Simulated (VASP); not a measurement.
# MgS (P6_3mc) in VASP: notebook

Runs on MgS. Level: PBE-based screened hybrid with 40 % exact exchange. Tasks: single point.

Everything below comes from runs of VASP 6.6.1. Logs are shortened: lines on timing, memory, paths and dates and some standing lists are left out, and cuts for length are marked.

## 1. The cell of the first run

Symmetry: P6_3mc, No. 186, hexagonal system. Conventional cell: a = 4.029 Å, b = 4.029 Å, c = 6.454 Å, α = 90.00°, β = 90.00°, γ = 120.00°. Within 3.2 Å of Mg (site symmetry 3m) lie 4 S at 2.45 to 2.46 Å. Within 3.2 Å of S (site symmetry 3m) lie 4 Mg at 2.45 to 2.46 Å.

## 2. Single point, PBE-based screened hybrid with 40 % exact exchange

Contents of POSCAR:

```
MgS
1.0
    4.0286256320      0.0000000000      0.0000000000
   -2.0143128160      3.4888921397      0.0000000000
    0.0000000000      0.0000000000      6.4543927776
Mg S
2 2
Direct
    0.3333333333      0.6666666667     -0.0028727191
    0.6666666667      0.3333333333      0.4971272809
    0.3333333333      0.6666666667      0.3778727191
    0.6666666667      0.3333333333      0.8778727191
```

Contents of INCAR.step1:

```
SYSTEM = MgS
PREC = Accurate
ENCUT = 520
EDIFF = 1E-5
ISMEAR = 0
SIGMA = 0.01
LREAL = .FALSE.
LASPH = .TRUE.
NELM = 100
ALGO = Normal
ISIF = 2
LWAVE = .TRUE.
NBANDS = 16
GGA = PE
```

Contents of INCAR.step2:

```
SYSTEM = MgS
PREC = Accurate
ENCUT = 520
EDIFF = 1E-6
ISMEAR = 0
SIGMA = 0.01
LREAL = .FALSE.
LASPH = .TRUE.
NELM = 100
ALGO = Normal
ISIF = 2
LWAVE = .FALSE.
LCHARG = .TRUE.
GGA = PE
LHFCALC = .TRUE.
AEXX = 0.4
HFSCREEN = 0.3
PRECFOCK = Normal
LELF = .TRUE.
LVHAR = .TRUE.
NBANDS = 16
ISTART = 1
```

Contents of KPOINTS:

```
regular mesh
0
G
  6 6 2
  0 0 0
```

Potentials or basis: VASP PAW PBE potentials, release 64 (Mg, S).

Command:

```console
$ cat potpaw_PBE.64/Mg/POTCAR potpaw_PBE.64/S/POTCAR > POTCAR
$ cp INCAR.step1 INCAR
$ mpirun -np 1 vasp_std > vasp.out
$ cp INCAR.step2 INCAR
$ mpirun -np 1 vasp_std > vasp.out
```

OUTCAR:

```text
SYSTEM = MgS
   PREC = Accurate
   ENCUT = 520
   EDIFF = 1E-6
   ISMEAR = 0
   LREAL = .FALSE.
   LASPH = .TRUE.
   NELM = 100
   ISIF = 2
   GGA = PE
   LHFCALC = .TRUE.
   AEXX = 0.4
   HFSCREEN = 0.3
   PRECFOCK = Normal
   ISTART = 1

 ion  position               nearest neighbor table
   1  0.333  0.667  0.997-   4 2.45   4 2.45   4 2.45   3 2.46
   2  0.667  0.333  0.497-   3 2.45   3 2.45   3 2.45   4 2.46
   3  0.333  0.667  0.378-   2 2.45   2 2.45   2 2.45   1 2.46
   4  0.667  0.333  0.878-   1 2.45   1 2.45   1 2.45   2 2.46

  LATTYP: Found a hexagonal cell.
 ALAT       =     4.0286256320
 C/A-ratio  =     1.6021326793

  Lattice vectors:

 A1 = (   4.0286256320,   0.0000000000,   0.0000000000)
 A2 = (  -2.0143128160,   3.4888921397,   0.0000000000)
 A3 = (   0.0000000000,   0.0000000000,   6.4543927776)

Analysis of symmetry for initial positions (statically):
=====================================================================
 Subroutine PRICEL returns:
 Original cell was already a primitive cell.

 Routine SETGRP: Setting up the symmetry group for a
 hexagonal supercell.

 Subroutine GETGRP returns: Found 12 space group operations
 (whereof  6 operations were pure point group operations)
 out of a pool of 24 trial point group operations.

The static configuration has the point symmetry C_3v.
 The point group associated with its full space group is C_6v.

Analysis of symmetry for dynamics (positions and initial velocities):
=====================================================================
 Subroutine PRICEL returns:
 Original cell was already a primitive cell.

 Routine SETGRP: Setting up the symmetry group for a
 hexagonal supercell.

 Subroutine GETGRP returns: Found 12 space group operations
 (whereof  6 operations were pure point group operations)
 out of a pool of 24 trial point group operations.

The dynamic configuration has the point symmetry C_3v.
 The point group associated with its full space group is C_6v.

 Subroutine INISYM returns: Found 12 space group operations
 (whereof  6 operations are pure point group operations),
 and found     1 'primitive' translations

----------------------------------------------------------------------------------------

                                     Primitive cell

  volume of cell :      90.7193

  direct lattice vectors                    reciprocal lattice vectors
     4.028625632  0.000000000  0.000000000     0.248223611  0.143311968  0.000000000
    -2.014312816  3.488892140  0.000000000     0.000000000  0.286623937  0.000000000
     0.000000000  0.000000000  6.454392778     0.000000000  0.000000000  0.154933242

  length of vectors
     4.028625632  4.028625632  6.454392778     0.286623937  0.286623937  0.154933242

  position of ions in fractional coordinates (direct lattice)
     0.333333333  0.666666667  0.997127281
     0.666666667  0.333333333  0.497127281
     0.333333333  0.666666667  0.377872719
     0.666666667  0.333333333  0.877872719

  ion indices of the primitive-cell ions
   primitive index   ion index
                 1           1
                 2           2
                 3           3
                 4           4

----------------------------------------------------------------------------------------

 KPOINTS: regular mesh

Automatic generation of k-mesh.
 Grid dimensions read from file:
 generate k-points for:    6    6    2

 Generating k-lattice:

  Cartesian coordinates                     Fractional coordinates (reciprocal lattice)
     0.041370602  0.023885328  0.000000000     0.166666667  0.000000000  0.000000000
     0.000000000  0.047770656  0.000000000     0.000000000  0.166666667  0.000000000
     0.000000000  0.000000000  0.077466621     0.000000000  0.000000000  0.500000000

  Length of vectors
     0.047770656  0.047770656  0.077466621

  Shift w.r.t. Gamma in fractional coordinates (k-lattice)
     0.000000000  0.000000000  0.000000000

 Subroutine IBZKPT returns following result:
 ===========================================

 Found     14 irreducible k-points:

 Following reciprocal coordinates:
            Coordinates               Weight
  0.000000  0.000000  0.000000      1.000000
  0.166667  0.000000  0.000000      6.000000
  0.333333  0.000000  0.000000      6.000000
  0.500000  0.000000  0.000000      3.000000
  0.166667  0.166667  0.000000      6.000000
  0.333333  0.166667  0.000000     12.000000
  0.333333  0.333333  0.000000      2.000000
  0.000000  0.000000  0.500000      1.000000
  0.166667  0.000000  0.500000      6.000000
  0.333333  0.000000  0.500000      6.000000
  0.500000  0.000000  0.500000      3.000000
  0.166667  0.166667  0.500000      6.000000
  0.333333  0.166667  0.500000     12.000000
  0.333333  0.333333  0.500000      2.000000
   k-points           NKPTS =     14   k-points in BZ     NKDIM =     72   number of bands    NBANDS=     16
   number of dos      NEDOS =    301   number of ions     NIONS =      4
   total plane-waves  NPLWV =  43200
   dimension x,y,z NGX =    30 NGY =   30 NGZ =   48
   dimension x,y,z NGXF=    60 NGYF=   60 NGZF=   96
   ions per type =               2   2
   NGX,Y,Z   is equivalent  to a cutoff of  12.38, 12.38, 12.36 a.u.
   NGXF,Y,Z  is equivalent  to a cutoff of  24.76, 24.76, 24.73 a.u.
 SYSTEM =  MgS
   PREC   = accura    normal or accurate (medium, high low for compatibility)
   ISTART =      1    job   : 0-new  1-cont  2-samecut
   ICHARG =      0    charge: 1-file 2-atom 10-const
   ISPIN  =      1    spin polarized calculation?
   LNONCOLLINEAR =      F non collinear calculations
   LSORBIT =      F    spin-orbit coupling
   LASPH  =      T    aspherical Exc in radial PAW
   ENCUT  =  520.0 eV  38.22 Ry    6.18 a.u.   7.49  7.49 12.00*2*pi/ulx,y,z
   NELM   =    100;   NELMIN=  2; NELMDL=  0     # of ELM steps
   EDIFF  = 0.1E-05   stopping-criterion for ELM
   LREAL  =      F    real-space projection
   EDIFFG = 0.1E-04   stopping-criterion for IOM
   NSW    =      0    number of steps for IOM
   IBRION =     -1    ionic relax: 0-MD 1-quasi-New 2-CG
   NFREE  =      0    steps in history (QN), initial steepest desc. (CG)
   ISIF   =      2    stress and relaxation
   ISYM   =      3    0-nonsym 1-usesym 2-fastsym
   POTIM  = 0.5000    time-step for ionic-motion
   TEBEG  =    0.0;   TEEND  =   0.0 temperature during run
   PSTRESS=    0.0 pullay stress
   NELECT =      16.0000    total number of electrons
   NUPDOWN=      -1.0000    fix difference up-down
   EMIN   =  10.00;   EMAX   =-10.00  energy-range for DOS
   EFERMI =   0.00;   METHOD = LEGACY
   ISMEAR =     0;   SIGMA  =   0.01  broadening in eV -4-tet -1-fermi 0-gaus
   EFERMI_NEDOS =   21; number of points for ismear=-14 and -15
   IALGO  =     38    algorithm
   IMIX   =      1    mixing-type and parameters
     AMIX     =   0.40;   BMIX     =  1.00
     AMIX_MAG =   1.60;   BMIX_MAG =  1.00
  volume/ion in A,a.u.               =      22.68       153.05
  Fermi-wavevector in a.u.,A,eV,Ry     =   0.918082  1.734924 11.468008  0.842875
  Thomas-Fermi vector in A             =   2.043124
   LORBIT       =      0    0 simple, 1 ext, 2 COOP (PROOUT), +10 PAW based schemes
   GGA     = PE    functional components
   LHFCALC =     T    Hartree Fock is set to
   PRECFOCK=normal    Normal, Fast or Accurate (Low or Medium for compatibility)
   ENCUT4O =  -1.0   cutoff for four orbital integrals eV
   NKREDX  =     1    reduce k-point grid by
   NKREDY  =     1    reduce k-point grid by
   NKREDZ  =     1    reduce k-point grid by
   AEXX    =    0.4000 exact exchange contribution
   HFSCREEN=    0.3000 screening length (either q_TF or 0.3 A-1)
   HFSCREENC=   0.3000 screening length for correlation (either q_TF or 0.3 A-1)
   ENCUTFOCK=  -1.0 apply spherical cutoff to Coloumb kernel
   IVDW    =     0    specifies the selected vdW correction
   LEPSILON=     F    determine dielectric tensor
   LRPA    =     F    only Hartree local field effects (RPA)
 non-spin polarized calculation
 Gauss-broadening in eV      SIGMA  =   0.01
  energy-cutoff  :      520.00
  volume of cell :       90.72
 maximum number of plane-waves:      2458
 NGX is ok and might be reduce to    30
  NGX = 24; NGY = 24; NGZ = 40

 number of electron      16.0000003 magnetization

 Free energy of the ion-electron system (eV)
  ---------------------------------------------------
  ext. energy  EPLUGINS =         0.00000000
  ---------------------------------------------------
  free energy    TOTEN  =       -20.72804243 eV

  energy without entropy =      -20.72804243  energy(sigma->0) =      -20.72804243

 E-fermi :   0.2922     XC(G=0):  -6.4123

 val. band max:        0.1946027215   @ k =   0.0000   0.0000   0.0000
 cond. band min:       5.0298082708   @ k =   0.0000   0.0000   0.0000
 fundamental gap:      4.8352055493
 Fermi energy:         0.2921727165

 k-point     1 :       0.0000    0.0000    0.0000
  band No.  band energies     occupation
      1     -12.9208      2.00000
      2     -12.0929      2.00000
      3      -3.3493      2.00000
      4      -0.3954      2.00000
      5      -0.3954      2.00000
      6       0.0748      2.00000
[... 8 lines left out ...]
     15      10.3746      0.00000
     16      10.9884      0.00000

 k-point     2 :       0.1667    0.0000    0.0000
  band No.  band energies     occupation
      1     -12.7680      2.00000
      2     -12.0188      2.00000
      3      -3.1097      2.00000
      4      -1.2061      2.00000
      5      -0.7485      2.00000
      6      -0.6210      2.00000
[... 8 lines left out ...]
     15      10.4970      0.00000
     16      10.5384      0.00000

 k-point     3 :       0.3333    0.0000    0.0000
  band No.  band energies     occupation
      1     -12.4051      2.00000
      2     -11.8940      2.00000
      3      -2.6321      2.00000
      4      -2.3432      2.00000
      5      -1.9321      2.00000
      6      -0.9860      2.00000
[... 8 lines left out ...]
     15      10.5015      0.00000
     16      12.1010      0.00000
[... 172 lines left out ...]
 k-point    13 :       0.3333    0.1667    0.5000
  band No.  band energies     occupation
      1     -12.0172      2.00000
      2     -12.0172      2.00000
      3      -2.9779      2.00000
      4      -2.9779      2.00000
      5      -1.3433      2.00000
      6      -1.3433      2.00000
[... 8 lines left out ...]
     15      11.3169      0.00000
     16      11.3169      0.00000

 k-point    14 :       0.3333    0.3333    0.5000
  band No.  band energies     occupation
      1     -11.9452      2.00000
      2     -11.9452      2.00000
      3      -2.8544      2.00000
      4      -2.8544      2.00000
      5      -1.9507      2.00000
      6      -1.9507      2.00000
[... 8 lines left out ...]
     15      11.1286      0.00000
     16      11.1286      0.00000

------------------------ aborting loop because EDIFF is reached ----------------------------------------

  FORCE on cell =-STRESS in cart. coord.  units (eV):
  Direction    XX          YY          ZZ          XY          YZ          ZX
  --------------------------------------------------------------------------------------
  -------------------------------------------------------------------------------------
  Total       -0.3518351     -0.3518351     -0.3605539      0.0000000      0.0000000      0.0000000
  in kB       -6.2136950     -6.2136950     -6.3676764      0.0000000      0.0000000      0.0000000
  external PRESSURE =      -6.2650221 kB  Pullay stress =       0.0000000 kB

 VOLUME and BASIS-vectors are now :
 -----------------------------------------------------------------------------
  energy-cutoff  :      520.00
  volume of cell :       90.72
      direct lattice vectors                 reciprocal lattice vectors
     4.028625632  0.000000000  0.000000000     0.248223611  0.143311968  0.000000000
    -2.014312816  3.488892140  0.000000000     0.000000000  0.286623937  0.000000000
     0.000000000  0.000000000  6.454392778     0.000000000  0.000000000  0.154933242

 POSITION                                       TOTAL-FORCE (eV/Angst)
 -----------------------------------------------------------------------------------
     -0.00000      2.32593      6.43585         0.000000     -0.000000      0.001079
      2.01431      1.16296      3.20865        -0.000000      0.000000      0.001079
     -0.00000      2.32593      2.43894        -0.000000      0.000000     -0.001079
      2.01431      1.16296      5.66614         0.000000     -0.000000     -0.001079
 -----------------------------------------------------------------------------------
    total drift:                                0.000000      0.000000     -0.000077

  FREE ENERGIE OF THE ION-ELECTRON SYSTEM (eV)
  ---------------------------------------------------
  free  energy   TOTEN  =       -20.7280424334 eV

  energy  without entropy=      -20.7280424334  energy(sigma->0) =      -20.72804243
```

Run time: 35 min. Hardware: 1 thread of Oxide Virtual Turin-like, shared host; peak memory 0.29 GiB.

What came out:

| Quantity | Value |
| --- | --- |
| Free energy | -20.7280 eV |
| Pressure | -0.6 GPa |
| Band gap on the k mesh | 4.84 eV |

Caveat: the k points lie up to 0.49 Å⁻¹ apart; the structure was generated, so it needn't be the stable form of MgS; the PAW data sets were made with another functional, which shifts forces and pressure a little.

## 3. Single point, PBE-based screened hybrid with 40 % exact exchange

POSCAR is that of step 2.

Contents of INCAR.step1:

```
PREC = Accurate
ENCUT = 520
EDIFF = 1E-5
ISMEAR = 0
SIGMA = 0.01
LREAL = False
LASPH = True
NELM = 60
ALGO = Normal
ISIF = 2
LWAVE = True
LCHARG = False
GGA = PE
NBANDS = 16
```

Contents of INCAR.step2:

```
PREC = Accurate
ENCUT = 520
EDIFF = 1E-7
ISMEAR = 0
SIGMA = 0.01
LREAL = False
LASPH = True
NELM = 60
ALGO = Normal
ISIF = 2
LWAVE = False
LCHARG = False
GGA = PE
LHFCALC = True
AEXX = 0.4
HFSCREEN = 0.5
PRECFOCK = Normal
ISTART = 1
NBANDS = 16
```

Contents of KPOINTS:

```
regular mesh
0
Gamma
  6 6 2
```

Potentials or basis: VASP PAW PBE potentials, release 64 (Mg, S).

Command:

```console
$ cat potpaw_PBE.64/Mg/POTCAR potpaw_PBE.64/S/POTCAR > POTCAR
$ cp INCAR.step1 INCAR
$ mpirun -np 1 vasp_std > vasp.out
$ cp INCAR.step2 INCAR
$ mpirun -np 1 vasp_std > vasp.out
```

Run time: 39 min. Hardware: 1 thread of Oxide Virtual Turin-like, shared host; peak memory 0.29 GiB.

It converged, with:

```
Free energy            : -19.5000 eV
Pressure               : -0.3 GPa
Band gap on the k mesh : 4.31 eV
```

Levels at points of the mesh, in eV from the valence-band top:
| k point | band 5 | band 6 | band 7 | band 8 | band 9 | band 10 | band 11 | band 12 |
| --- | --- | --- | --- | --- | --- | --- | --- | --- |
| (0.00, 0.00, 0.00) | -0.57 | -0.12 | -0.12 | 0.00 | 4.31 | 5.59 | 8.47 | 8.47 |
| (0.50, 0.00, 0.00) | -1.97 | -1.28 | -0.96 | -0.47 | 5.57 | 6.03 | 6.71 | 8.44 |
| (0.00, 0.00, 0.50) | -0.35 | -0.35 | -0.35 | -0.35 | 5.82 | 5.82 | 8.59 | 8.59 |
| (0.50, 0.00, 0.50) | -0.91 | -0.91 | -0.84 | -0.84 | 5.47 | 5.47 | 7.20 | 7.20 |

Caveat: the k points lie up to 0.49 Å⁻¹ apart; the structure was generated, so it needn't be the stable form of MgS; the PAW data sets were made with another functional, which shifts forces and pressure a little.
